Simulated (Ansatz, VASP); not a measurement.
## One calculation of SiC, two programs

The input POSCAR:

```
SiC
1.0
    0.0000000000      2.2609600000      2.0000800000
    2.2609600000      0.0000000000      2.0000800000
    2.2609600000      2.2609600000      0.0000000000
Si C
1 1
Direct
    0.0000000000      0.0000000000      0.0000000000
    0.7500000000      0.7500000000      0.7500000000
```

The input INCAR.step1:

```
SYSTEM = SiC
PREC = Accurate ; ENCUT = 520
ISMEAR = 0 ; SIGMA = 0.05
LREAL = .False. ; LASPH = .True.
NELM = 100 ; NBANDS = 11
GGA = PE ; ALGO = Normal
EDIFF = 1E-4 ; LWAVE = .True.
LCHARG = .False.
```

Contents of INCAR.step2:

```
SYSTEM = SiC
PREC = Accurate ; ENCUT = 520
EDIFF = 1E-6 ; ISMEAR = 0
SIGMA = 0.05 ; LREAL = .False.
LASPH = .True. ; NELM = 100
ALGO = Normal ; ISIF = 2
LWAVE = .False. ; LCHARG = .False.
METAGGA = R2SCAN ; LMIXTAU = .True.
NBANDS = 11 ; ISTART = 1
```

Contents of KPOINTS:

```
regular mesh
0
Gamma
  12 12 12
  0 0 0
```

Input for Ansatz:

```yaml
crystal:
  lattice:
    - [0.0, 2.26096, 2.00008]
    - [2.26096, 0.0, 2.00008]
    - [2.26096, 2.26096, 0.0]
  atoms:
    - { symbol: Si, position: [0.0, 0.0, 0.0] }
    - { symbol: C, position: [0.75, 0.75, 0.75] }
basis:
  ecutwfc: 500
kpoints:
  mp_grid: { grid: [12, 12, 12] }
hamiltonian:
  xc: r2scan
scf:
  occupations: { method: gaussian, width: 0.05 }
output:
  forces: true
  stress: true
  eigenvalues: true
```

Change from the starting cell: strain +0.040 along x and y, -0.080 along z, atoms carried along.

Alike in both runs: task single point; functional r2SCAN; k mesh 12 × 12 × 12; occupations gaussian, width 0.05 eV; no spin polarisation.

|  | VASP | Ansatz |
| --- | --- | --- |
| version | VASP 6.6.1 | Ansatz 0.2.0 |
| potentials or method | VASP PAW PBE potentials, release 64 (Si, C), cutoff 520 eV | scalar-relativistic, plane waves, PAW |
| valence electrons in the cell | 8 | 8 |

|  | VASP | Ansatz | Ansatz less VASP |
| --- | --- | --- | --- |
| gap on the k mesh at the Fermi level (eV) | 0.56 | 0.55 | -0.009 |
| least direct gap on the mesh (eV) | 4.97 | 4.95 | -0.013 |
| pressure (GPa) | 1.1 | 1.2 | +0.18 |
| traceless stress, the component that is largest in VASP (GPa) | 17.85 | 17.75 | -0.103 |

VASP's potentials were made for PBE, not for r2SCAN. The functional is the same, so the differences come from potentials, cutoffs and numerics.
